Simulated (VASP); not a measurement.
Input of a VASP 6.6.1 run:

File INCAR:

```
  PREC = Accurate
  ENCUT = 520
  EDIFF = 1E-8
  ISMEAR = 0
  SIGMA = 0.01
  LREAL = F
  LASPH = T
  NELM = 60
  ALGO = Normal
  ISIF = 2
  LWAVE = F
  LCHARG = F
  GGA = CA
  IBRION = 8
  NSW = 1
```

The input KPOINTS:

```
Automatic mesh
0
Gamma
  8 8 4
```

Contents of POSCAR:

```
AlN
1.0
    3.0680424176      0.0000000000      0.0000000000
   -1.5340212088      2.6570026735      0.0000000000
    0.0000000000      0.0000000000      4.9100750002
Al N
2 2
Direct
    0.3333333333      0.6666666667     -0.0010583776
    0.6666666667      0.3333333333      0.4989416224
    0.3333333333      0.6666666667      0.3810583776
    0.6666666667      0.3333333333      0.8810583776
```

Potentials or basis: VASP PAW LDA potentials, release 64 (Al, N).

Run with:

```sh
$ cat potpaw_LDA.64/Al/POTCAR potpaw_LDA.64/N/POTCAR > POTCAR
$ mpirun -np 1 vasp_std > vasp.out
```

Estimate the highest phonon frequency at Γ, LO-TO splitting left out.

751 cm⁻¹.

Phonon frequencies in cm⁻¹ (negative: imaginary):
| q point | frequencies |
| --- | --- |
| (0.000, 0.000, 0.000) | 0 0 0 239 239 565 644 697 697 705 705 751 |

Caveat: the cell stands under pressure or tension, which shifts response properties.
